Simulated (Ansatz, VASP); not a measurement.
Cr: VASP beside Ansatz

```xyz
1
Lattice="-1.4241 1.4241 1.4241 1.4241 -1.4241 1.4241 1.4241 1.4241 -1.4241" Properties=species:S:1:pos:R:3 pbc="T T T"
Cr    0.0000    0.0000    0.0000
```

Alike in both runs: functional PBE; k mesh 26 × 26 × 26; occupations gaussian, width 0.1 eV; no spin polarisation.

Ansatz relaxed the structure, and its values are those at the end. VASP's run is a single point on that final structure, the one shown.

```csv
,VASP,Ansatz
version,VASP 6.6.1,Ansatz 0.2.0
potentials or method,"VASP PAW PBE potentials, release 64 (Cr_pv), cutoff 520 eV","scalar-relativistic, plane waves, PAW"
valence electrons in the cell,12,14
```

```csv
,VASP,Ansatz,Ansatz less VASP
gap on the k mesh at the Fermi level (eV),none,none,-
pressure (GPa),-0.3,0.0,+0.29
```

A gap of «none» marks a metal or a gap that the smearing closes. With one functional, cell and mesh, what is left measures potentials, basis and numerics. VASP's potentials hold 12 valence electrons a cell and Ansatz's 14, so a difference there can come from the potentials and not from the codes.
